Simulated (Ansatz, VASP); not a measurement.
Ca2Ge2N in VASP and in Ansatz

```
CELL_PARAMETERS angstrom
4.09876 0.00000 0.00000
-2.04938 3.54963 0.00000
0.00000 0.00000 8.23451
ATOMIC_POSITIONS crystal
Ca 0.33333 0.66667 0.69325
Ca 0.66667 0.33333 0.30675
Ge 0.33333 0.66667 0.07545
Ge 0.66667 0.33333 0.92455
N 0.00000 0.00000 0.00000
```

Change from the starting cell: species swapped into the SrMg2Sb2 type (P-3m1, No. 164).

Alike in both runs: functional PBE; k mesh 6 × 6 × 4; occupations gaussian, width 0.1 eV; no spin polarisation.

Ansatz relaxed the structure, and its values are those at the end. VASP's run is a single point on that final structure, the one shown.

|  | VASP | Ansatz |
| --- | --- | --- |
| version | VASP 6.6.1 | Ansatz 0.2.0 |
| potentials or method | VASP PAW PBE potentials, release 64 (Ca_sv, Ge_d, N), cutoff 520 eV | scalar-relativistic, plane waves, PAW |
| valence electrons in the cell | 53 | 53 |

VASP gave:

* gap on the k mesh at the Fermi level (eV): none
* pressure (GPa): 0.1
* rms of the force components (eV/Å): 0.005

Q: Estimate Ansatz's values.

A: gap on the k mesh at the Fermi level (eV): none; pressure (GPa): 0.0; rms of the force components (eV/Å): 0.001.

A gap of «none» marks a metal or a gap that the smearing closes. With one functional, cell and mesh, what is left measures potentials, basis and numerics.
